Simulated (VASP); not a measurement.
# CoTeW (Pmmn) in VASP: further runs, part 2 of 2

VASP 6.6.1. The steps go on from the part before.

### Step 3. Single point, PBE

Contents of INCAR:

```
PREC = Accurate ; ENCUT = 600
EDIFF = 1E-6 ; ISMEAR = 1
SIGMA = 0.005 ; LREAL = False
LASPH = True ; NELM = 120
ALGO = Normal ; ISIF = 2
LWAVE = False ; LCHARG = False
GGA = PE ; NBANDS = 38
GGA_COMPAT = False
```

Contents of KPOINTS:

```
Automatic mesh
0
Gamma
  4 4 2
```

Contents of POSCAR:

```
CoTeW
1.0
    5.2465680000      0.0000000000      0.0000000000
    0.0000000000      5.0552460000      0.0000000000
    0.0000000000      0.0000000000      8.8488810000
W Te Co
2 2 2
Direct
    0.0000000000      0.0000000000      0.5498000000
    0.5000000000      0.5000000000      0.4502000000
    0.0000000000      0.0000000000      0.0127000000
    0.5000000000      0.5000000000      0.9873000000
    0.0000000000      0.5000000000      0.2725000000
    0.5000000000      0.0000000000      0.7275000000
```

Potentials or basis: VASP PAW PBE potentials, release 64 (W_sv, Te, Co).

Started as:

```sh
> cat potpaw_PBE.64/W_sv/POTCAR potpaw_PBE.64/Te/POTCAR potpaw_PBE.64/Co/POTCAR > POTCAR
> mpirun -np 1 vasp_std > vasp.out
```

OUTCAR:

```text
PREC = Accurate
   ENCUT = 600
   EDIFF = 1E-6
   ISMEAR = 1
   LREAL = False
   LASPH = True
   NELM = 120
   ISIF = 2
   GGA = PE

 ion  position               nearest neighbor table
   1  0.000  0.000  0.550-   6 3.06   6 3.06
   2  0.500  0.500  0.450-   5 3.06   5 3.06
   3  0.000  0.000  0.013-   4 3.65   4 3.65   4 3.65   4 3.65
   4  0.500  0.500  0.987-   3 3.65   3 3.65   3 3.65   3 3.65
   5  0.000  0.500  0.273-   2 3.06   2 3.06
   6  0.500  0.000  0.727-   1 3.06   1 3.06

  LATTYP: Found a simple orthorhombic cell.
 ALAT       =     5.0552460000
 B/A-ratio  =     1.0378462294
 C/A-ratio  =     1.7504352904

  Lattice vectors:

 A1 = (   0.0000000000,  -5.0552460000,   0.0000000000)
 A2 = (   5.2465680000,   0.0000000000,   0.0000000000)
 A3 = (   0.0000000000,   0.0000000000,   8.8488810000)

Analysis of symmetry for initial positions (statically):
=====================================================================
 Subroutine PRICEL returns:
 Original cell was already a primitive cell.

 Routine SETGRP: Setting up the symmetry group for a
 simple orthorhombic supercell.

 Subroutine GETGRP returns: Found  8 space group operations
 (whereof  4 operations were pure point group operations)
 out of a pool of  8 trial point group operations.

The static configuration has the point symmetry C_2v.
 The point group associated with its full space group is D_2h.

Analysis of symmetry for dynamics (positions and initial velocities):
=====================================================================
 Subroutine PRICEL returns:
 Original cell was already a primitive cell.

 Routine SETGRP: Setting up the symmetry group for a
 simple orthorhombic supercell.

 Subroutine GETGRP returns: Found  8 space group operations
 (whereof  4 operations were pure point group operations)
[... 124 lines left out ...]
     AMIX_MAG =   1.60;   BMIX_MAG =  1.00
  volume/ion in A,a.u.               =      39.12       263.97
  Fermi-wavevector in a.u.,A,eV,Ry     =   1.027343  1.941397 14.360049  1.055434
  Thomas-Fermi vector in A             =   2.161283
   LORBIT       =      0    0 simple, 1 ext, 2 COOP (PROOUT), +10 PAW based schemes
   GGA     = PE    functional components
   LHFCALC =     F    Hartree Fock is set to
   AEXX    =    0.0000 exact exchange contribution
   IVDW    =     0    specifies the selected vdW correction
   LEPSILON=     F    determine dielectric tensor
   LRPA    =     F    only Hartree local field effects (RPA)
 non-spin polarized calculation
 Methfessel and Paxton  Order N= 1 SIGMA  =   0.01
  energy-cutoff  :      600.00
  volume of cell :      234.70
 maximum number of plane-waves:      7870
 NGX is ok and might be reduce to    42
   NGX = 21   NGY = 21   NGZ = 35

 number of electron      57.9999990 magnetization

 Free energy of the ion-electron system (eV)
  ---------------------------------------------------
  ext. energy  EPLUGINS =         0.00000000
  ---------------------------------------------------
  free energy    TOTEN  =       -27.35738940 eV

  energy without entropy =      -27.35731696  energy(sigma->0) =      -27.35736525

 E-fermi :   1.9827     XC(G=0):  -8.2538

 val. band max:        1.9826871264   @ k =   0.2500   0.0000   0.5000
 cond. band min:       1.9924839201   @ k =   0.0000   0.2500   0.5000
 fundamental gap:      0.0097967937
 Fermi energy:         1.9827329093

 k-point     1 :       0.0000    0.0000    0.0000
  band No.  band energies     occupation
      1     -72.9080      2.00000
      2     -72.9069      2.00000
      3     -36.9984      2.00000
      4     -36.9974      2.00000
      5     -36.9902      2.00000
      6     -36.9694      2.00000
[... 727 lines left out ...]
     37       3.2729      0.00000
     38       3.2729      0.00000

------------------------ aborting loop because EDIFF is reached ----------------------------------------

  FORCE on cell =-STRESS in cart. coord.  units (eV):
  Direction    XX          YY          ZZ          XY          YZ          ZX
  --------------------------------------------------------------------------------------
  -------------------------------------------------------------------------------------
  Total      -31.9444057    -22.2264093    -24.7726383      0.0000000      0.0000000      0.0000000
  in kB     -218.0717661   -151.7308651   -169.1129595      0.0000000      0.0000000      0.0000000
  external PRESSURE =    -179.6385302 kB  Pullay stress =       0.0000000 kB

 VOLUME and BASIS-vectors are now :
 -----------------------------------------------------------------------------
  energy-cutoff  :      600.00
  volume of cell :      234.70
      direct lattice vectors                 reciprocal lattice vectors
     5.246568000  0.000000000  0.000000000     0.190600789  0.000000000  0.000000000
     0.000000000  5.055246000  0.000000000     0.000000000  0.197814310  0.000000000
     0.000000000  0.000000000  8.848881000     0.000000000  0.000000000  0.113008639

 POSITION                                       TOTAL-FORCE (eV/Angst)
 -----------------------------------------------------------------------------------
      0.00000      0.00000      4.86511         0.000000      0.000000     -0.509163
      2.62328      2.52762      3.98377         0.000000      0.000000      0.509163
      0.00000      0.00000      0.11238         0.000000      0.000000     -0.087654
      2.62328      2.52762      8.73650         0.000000      0.000000      0.087654
      0.00000      2.52762      2.41132         0.000000      0.000000      1.528484
      2.62328      0.00000      6.43756         0.000000      0.000000     -1.528484
 -----------------------------------------------------------------------------------
    total drift:                                0.000000     -0.000000     -0.000000

  FREE ENERGIE OF THE ION-ELECTRON SYSTEM (eV)
  ---------------------------------------------------
  free  energy   TOTEN  =       -27.3573894024 eV

  energy  without entropy=      -27.3573169592  energy(sigma->0) =      -27.35736525
```

OSZICAR:

```text
N       E                     dE             d eps       ncg     rms          rms(c)
DAV:   1     0.506420668386E+03    0.50642E+03   -0.29645E+04  1544   0.154E+03
DAV:   2     0.548770858264E+01   -0.50093E+03   -0.48784E+03  1422   0.387E+02
DAV:   3    -0.289008874190E+02   -0.34389E+02   -0.31820E+02  1724   0.105E+02
DAV:   4    -0.316478654106E+02   -0.27470E+01   -0.26015E+01  2148   0.231E+01
DAV:   5    -0.317912874279E+02   -0.14342E+00   -0.14039E+00  2096   0.455E+00    0.148E+01
DAV:   6    -0.381003757481E+02   -0.63091E+01   -0.84591E+01  2238   0.603E+01    0.273E+01
DAV:   7    -0.374590366352E+02    0.64134E+00   -0.40489E+01  1986   0.613E+01    0.546E+01
DAV:   8    -0.278621204262E+02    0.95969E+01   -0.56673E+01  2116   0.258E+01    0.992E+00
DAV:   9    -0.273801351139E+02    0.48199E+00   -0.15660E+00  2058   0.757E+00    0.253E+00
DAV:  10    -0.273528935118E+02    0.27242E-01   -0.28944E-01  1806   0.208E+00    0.154E+00
DAV:  11    -0.273565420593E+02   -0.36485E-02   -0.23631E-02  1866   0.103E+00    0.101E+00
DAV:  12    -0.273578650019E+02   -0.13229E-02   -0.73657E-03  2118   0.523E-01    0.291E-01
DAV:  13    -0.273573827319E+02    0.48227E-03   -0.11833E-03  2058   0.277E-01    0.721E-02
DAV:  14    -0.273573826185E+02    0.11338E-06   -0.24266E-04  1964   0.919E-02    0.702E-02
DAV:  15    -0.273573857130E+02   -0.30945E-05   -0.61384E-05  1738   0.401E-02    0.198E-02
DAV:  16    -0.273573872777E+02   -0.15647E-05   -0.17888E-05  1752   0.226E-02    0.602E-03
DAV:  17    -0.273573887363E+02   -0.14586E-05   -0.31177E-06  1158   0.935E-03    0.308E-03
DAV:  18    -0.273573894024E+02   -0.66608E-06   -0.86912E-07   860   0.470E-03
   1 F= -.27357389E+02 E0= -.27357365E+02  d E =-.724431E-04
```

stdout:

```text
POSCAR found type information on POSCAR W TeCo
 POSCAR found :  3 types and       6 ions
 scaLAPACK will be used
 LDA part: xc-table for (Slater+PW92), standard interpolation
 POSCAR, INCAR and KPOINTS ok, starting setup
 FFT: planning ... GRIDC
 FFT: planning ... GRID_SOFT
 FFT: planning ... GRID
 WAVECAR not read
 entering main loop
```

Run time: 6.5 min. Hardware: 1 thread of Intel Xeon Platinum 8259CL at 2.50GHz (Skylake/Cascade Lake), shared host; peak memory 0.46 GiB.

What came out:

- Free energy: -27.3574 eV
- Pressure: -18.0 GPa
- Largest force: 1.528 eV/Å
- Band gap on the k mesh: zero (bands 29 and 30 overlap by 0.55 eV)

Forces on the atoms (eV/Å):
```
W    0.000  0.000 -0.509
W    0.000  0.000  0.509
Te   0.000  0.000 -0.088
Te   0.000  0.000  0.088
Co   0.000  0.000  1.528
Co   0.000  0.000 -1.528
```

Caveat: the cell stands under tension; spin-orbit coupling is left out, which moves the levels of the heavy elements; the run has no spin polarisation, though such a crystal can be magnetic; forces of over 1 eV/Å act on the atoms, so gaps and moduli don't describe the material at rest.

### Step 4. Single point, PBE

Contents of INCAR:

```
SYSTEM = CoTeW
ALGO = Normal
EDIFF = 1E-6
ENCUT = 600
GGA = PE
GGA_COMPAT = .False.
ISIF = 2
ISMEAR = 1
LASPH = .True.
LCHARG = .False.
LREAL = .False.
LWAVE = .False.
NBANDS = 38
NELM = 120
PREC = Accurate
SIGMA = 0.025
```

Contents of KPOINTS:

```
k-points
0
Gamma
  4 4 2
  0 0 0
```

POSCAR is that of step 3.

Started as:

```sh
> cat potpaw_PBE.64/W_sv/POTCAR potpaw_PBE.64/Te/POTCAR potpaw_PBE.64/Co/POTCAR > POTCAR
> mpirun -np 1 vasp_std > vasp.out
```

Run time: 5.8 min. Hardware: 1 thread of Intel Xeon Platinum 8259CL at 2.50GHz (Skylake/Cascade Lake), shared host; peak memory 0.46 GiB.

The run converged. Its results:

```
Free energy            : -27.3570 eV
Pressure               : -18.0 GPa
Largest force          : 1.535 eV/Å
Band gap on the k mesh : zero (bands 29 and 30 overlap by 0.55 eV)
```

Forces on the atoms (eV/Å):
```
W    0.000  0.000 -0.498
W    0.000  0.000  0.498
Te   0.000  0.000 -0.091
Te   0.000  0.000  0.091
Co   0.000  0.000  1.535
Co   0.000  0.000 -1.535
```

Stress tensor (GPa, compression positive):
```
-21.80   0.00   0.00
  0.00 -15.17   0.00
  0.00   0.00 -16.92
```

Levels at points of the mesh, in eV from the Fermi level:
```
           k point  band 26  band 27  band 28  band 29  band 30  band 31  band 32  band 33
(0.00, 0.00, 0.00)    -0.15    -0.14    -0.11    -0.03     0.13     0.13     0.20     0.32
(0.50, 0.00, 0.00)    -0.58    -0.57    -0.57    -0.13    -0.13     0.13     0.13     0.51
(0.00, 0.50, 0.00)    -0.67    -0.45    -0.45    -0.02    -0.02     0.14     0.14     0.30
(0.50, 0.50, 0.00)    -0.37    -0.23    -0.23    -0.07    -0.07     0.40     0.40     0.52
(0.00, 0.00, 0.50)    -0.10     0.04     0.11     0.12     0.17     0.22     0.22     0.37
(0.50, 0.00, 0.50)    -0.55    -0.31    -0.31    -0.04    -0.04     0.16     0.16     0.30
(0.00, 0.50, 0.50)    -0.59    -0.44    -0.44    -0.08    -0.08     0.19     0.19     0.37
(0.50, 0.50, 0.50)    -0.37    -0.14    -0.14     0.41     0.41     0.47     0.47     0.57
```

Caveat: the cell stands under tension; spin-orbit coupling is left out, which moves the levels of the heavy elements; the run has no spin polarisation, though such a crystal can be magnetic; forces of over 1 eV/Å act on the atoms, so gaps and moduli don't describe the material at rest.

### Step 5. The runs side by side

```tsv
smearing	gap on the mesh (eV)	pressure (GPa)	largest force (eV/Å)
gaussian 0.0442 eV	none	-18.0	1.54
methfessel-paxton 0.005 eV	none	-18.0	1.53
methfessel-paxton 0.025 eV	none	-18.0	1.53
```

Alike in all rows: task single point; level PBE; potentials or basis VASP PAW PBE potentials, release 64 (W_sv, Te, Co); no spin polarisation; cell as given; k mesh 4 × 4 × 2; cutoff (eV) 600.

Caveats: the cell stands under tension; spin-orbit coupling is left out, which moves the levels of the heavy elements; the run has no spin polarisation, though such a crystal can be magnetic; forces of over 1 eV/Å act on the atoms, so gaps and moduli don't describe the material at rest.

Absolute energies hang on the potentials; compare differences alone.
